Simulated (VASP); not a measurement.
A run of VASP 6.6.1 is set up as follows.

INCAR

```
SYSTEM = W
  ALGO = Normal
  EDIFF = 1E-6
  ENCUT = 520
  GGA = RP
  ISIF = 2
  ISMEAR = -1
  LASPH = .True.
  LCHARG = .False.
  LREAL = .False.
  LWAVE = .False.
  NBANDS = 13
  NELM = 80
  PREC = Accurate
  SIGMA = 0.1
```

KPOINTS

```
k-points
0
Gamma
  23 23 23
  0 0 0
```

Contents of POSCAR:

```
W
1.0
   -1.5771562456      1.5771562456      1.5771562456
    1.5771562456     -1.5771562456      1.5771562456
    1.5771562456      1.5771562456     -1.5771562456
W
1
Direct
    0.0000000000      0.0000000000      0.0000000000
```

Potentials or basis: VASP PAW PBE potentials, release 64 (W_sv).

Command:

```sh
$ cat potpaw_PBE.64/W_sv/POTCAR > POTCAR
$ mpirun -np 1 vasp_std > vasp.out
```

**Question.** Estimate the pressure.

**Answer.** 13.4 GPa.

**Question.** Estimate the band gap on the k mesh.

**Answer.** Zero (band 7 reaches 16.67 eV, above the bottom of band 8 at 10.44 eV).

Caveat: the PAW data sets were made with another functional, which shifts forces and pressure a little; spin-orbit coupling is left out, which moves the levels of the heavy elements.
